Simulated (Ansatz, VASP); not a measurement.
**SiGe in VASP and in Ansatz**

INCAR

```
PREC = Accurate
ENCUT = 600
EDIFF = 1E-7
ISMEAR = 0
SIGMA = 0.02
LREAL = F
LASPH = T
NELM = 80
ALGO = Normal
ISIF = 3
LWAVE = F
LCHARG = F
GGA = PS
IBRION = 2
NSW = 100
EDIFFG = -0.005
```

KPOINTS

```
Automatic mesh
0
Gamma
  12 12 6
```

POSCAR

```
SiGe
1.0
    3.9044512986      0.0000000000      0.0000000000
   -1.9522256493      3.3813540124      0.0000000000
    0.0000000000      0.0000000000      6.4507830000
Si Ge
2 2
Direct
    0.6666666700      0.3333333300      0.8746070000
    0.3333333300      0.6666666700      0.3746070000
    0.6666666700      0.3333333300      0.5003920000
    0.3333333300      0.6666666700      0.0003920000
```

Input for Ansatz:

```yaml
crystal:
  lattice:
    - [3.9044512986, 0.0, 0.0]
    - [-1.9522256493, 3.3813540124, 0.0]
    - [0.0, 0.0, 6.450783]
  atoms:
    - { symbol: Si, position: [0.66666667, 0.33333333, 0.874607] }
    - { symbol: Si, position: [0.33333333, 0.66666667, 0.374607] }
    - { symbol: Ge, position: [0.66666667, 0.33333333, 0.500392] }
    - { symbol: Ge, position: [0.33333333, 0.66666667, 0.000392] }
basis:
  ecutwfc: 420
kpoints:
  mp_grid: { grid: [12, 12, 6] }
hamiltonian:
  xc: pbesol
scf:
  occupations: { method: gaussian, width: 0.02 }
output:
  forces: true
  stress: true
  eigenvalues: true
relax:
  adjacent_minimum: "off"
  f_tol: 0.005
  max_steps: 80
  cell: { stress_tol: 0.05 }
```

Alike in both runs: task relaxation of cell and atoms; functional PBEsol; k mesh 12 × 12 × 6; occupations gaussian, width 0.02 eV; no spin polarisation.

|  | VASP | Ansatz |
| --- | --- | --- |
| version | VASP 6.6.1 | Ansatz 0.2.0 |
| potentials or method | VASP PAW PBE potentials, release 64 (Si, Ge_d), cutoff 600 eV | scalar-relativistic, plane waves, PAW |
| valence electrons in the cell | 36 | 36 |

```csv
,VASP,Ansatz,Ansatz less VASP
"gap on the k mesh at the Fermi level, each at its own relaxed structure (eV)",0.35,0.35,0.000
relaxed volume (Å³/atom),21.22,21.22,+0.003
relaxed cell length with the largest relative difference (Å),6.443,6.443,+0.0008
```

VASP's potentials were made for PBE, not for PBEsol.
